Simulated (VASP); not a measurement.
Wanted: the native input for a VASP 6.6.1 run.

| Quantity | Value |
| --- | --- |
| Task | single point |
| Functional | r2SCAN |
| Potentials or basis | VASP PAW PBE potentials, release 64 (Cs_sv, H) |
| Cutoff | 520 eV |
| k mesh | 6 × 6 × 4 |
| Occupations | gaussian, width 0.02 eV |
| Spin | no spin polarisation |
| Dipole correction | no |
| Further INCAR settings | ALGO = Normal; EDIFF = 1e-06; NBANDS = 18 |

CsH:

```xyz
4
Lattice="3.3793 3.3793 0.0000 -3.3793 3.3793 0.0000 0.0000 0.0000 6.3053" Properties=species:S:1:pos:R:3 pbc="T T T"
Cs    0.0000    0.0000    0.0000
Cs    0.0000    3.3793    3.1526
H     0.0000    3.3793    0.0000
H     0.0000    0.0000    3.1526
```

This cell differs from its parent crystal: biaxial strain in the a-b plane: +6.0 %, then relaxed in part.

One way to write it, as run:

POSCAR

```
CsH
1.0
    3.3792800000      3.3792800000      0.0000000000
   -3.3792800000      3.3792800000      0.0000000000
    0.0000000000      0.0000000000      6.3052855189
Cs H
2 2
Direct
    0.0000000000      0.0000000000      0.0000000000
    0.5000000000      0.5000000000      0.5000000000
    0.5000000000      0.5000000000      0.0000000000
    0.0000000000      0.0000000000      0.5000000000
```

INCAR.step1

```
  PREC = Accurate
  ENCUT = 520
  ISMEAR = 0
  SIGMA = 0.02
  LREAL = F
  LASPH = T
  NELM = 100
  NBANDS = 18
  GGA = PE
  ALGO = Normal
  EDIFF = 1E-4
  LWAVE = T
  LCHARG = F
```

INCAR.step2

```
  PREC = Accurate
  ENCUT = 520
  EDIFF = 1E-6
  ISMEAR = 0
  SIGMA = 0.02
  LREAL = F
  LASPH = T
  NELM = 100
  ALGO = Normal
  ISIF = 2
  LWAVE = F
  LCHARG = T
  METAGGA = R2SCAN
  LMIXTAU = T
  LELF = T
  LVHAR = T
  NBANDS = 18
  ISTART = 1
```

KPOINTS

```
regular mesh
0
Gamma
  6 6 4
```

Potentials or basis: VASP PAW PBE potentials, release 64 (Cs_sv, H).

The run is started by

```bash
$ cat potpaw_PBE.64/Cs_sv/POTCAR potpaw_PBE.64/H/POTCAR > POTCAR
$ cp INCAR.step1 INCAR
$ mpirun -np 1 vasp_std > vasp.out
$ cp INCAR.step2 INCAR
$ mpirun -np 1 vasp_std > vasp.out
```

Results of the run:

The pressure is -0.7 GPa and the band gap on the k mesh is 2.74 eV.

Caveat: the cell differs from its parent crystal (biaxial strain in the a-b plane: +6.0 %, then relaxed in part); the PAW data sets were made with another functional, which shifts forces and pressure a little; spin-orbit coupling is left out, which moves the levels of the heavy elements.

It took 100 s on 1 thread of Intel(R) Xeon(R) 6975P-C (Granite Rapids), on a shared host, peak memory 0.28 GiB.
